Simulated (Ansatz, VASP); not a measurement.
# One calculation of HfO2, two programs

INCAR

```
SYSTEM = HfO2
ALGO     = Normal         ! electronic algorithm
EDIFF    = 1E-8           ! SCF threshold, eV
ENCUT    = 520            ! plane-wave cutoff, eV
GGA      = PE             ! functional
GGA_COMPAT= .False.      
ISIF     = 2              ! what is computed and relaxed
ISMEAR   = -1             ! smearing method
LASPH    = .True.         ! aspherical terms in the spheres
LCHARG   = .False.        ! write CHGCAR
LEFG     = .True.       
LREAL    = .False.        ! projectors in reciprocal space
LWAVE    = .False.        ! write WAVECAR
NBANDS   = 18             ! bands
NELM     = 120            ! most SCF steps
PREC     = Accurate       ! precision mode
SIGMA    = 0.01           ! smearing width, eV
```

Contents of KPOINTS:

```
k-points
0
Gamma
  9 9 9
  0 0 0
```

The input POSCAR:

```
HfO2
1.0
    0.0000000000      2.6086500000      2.5575000000
    2.6086500000      0.0000000000      2.5575000000
    2.6086500000      2.6086500000      0.0000000000
Hf O
1 2
Direct
    0.0000000000      0.0000000000      0.0000000000
    0.2500000000      0.2500000000      0.2500000000
    0.7500000000      0.7500000000      0.7500000000
```

Input for Ansatz:

```yaml
crystal:
  lattice:
    - [0.0, 2.60865, 2.5575]
    - [2.60865, 0.0, 2.5575]
    - [2.60865, 2.60865, 0.0]
  atoms:
    - { symbol: Hf, position: [0.0, 0.0, 0.0] }
    - { symbol: O, position: [0.25, 0.25, 0.25] }
    - { symbol: O, position: [0.75, 0.75, 0.75] }
kpoints:
  mp_grid: { grid: [9, 9, 9] }
scf:
  occupations: { method: fermi_dirac, width: 0.01 }
hamiltonian:
  xc: pbe
  pseudopotentials: { kind: paw }
output:
  forces: true
  stress: true
  eigenvalues: true
  efg: { contact_densities: true }
  write_density: true
  write_potential: true
  elf: true
  volumetric_format: npy
```

Change from the starting cell: equal xx and yy strain of +2 %, PAW files.

Alike in both runs: task electric field gradients; functional PBE; k mesh 9 × 9 × 9; occupations fermi-dirac, width 0.01 eV; no spin polarisation.

```csv
,VASP,Ansatz
version,VASP 6.6.1,Ansatz 0.2.0
potentials or method,"VASP PAW PBE potentials, release 64 (Hf_pv, O)","PAW with Ansatz's default frozen-core files, scalar-relativistic"
plane-wave cutoff (eV),520,420
valence electrons in the cell,22,38
```

|  | VASP | Ansatz | Ansatz less VASP |
| --- | --- | --- | --- |
| gap on the k mesh at the Fermi level (eV) | 3.53 | 3.55 | +0.020 |
| pressure (GPa) | -14.2 | -11.0 | +3.18 |
| traceless stress, the component that is largest in VASP (GPa) | 5.66 | 5.57 | -0.086 |
| size of Vzz on the site where it differs most (V/Å²) | 17.8 | 22.7 | +4.90 |

VASP's potentials hold 22 valence electrons a cell and Ansatz's 38, so a difference there can come from the potentials and not from the codes.

Spin-orbit coupling is off throughout.
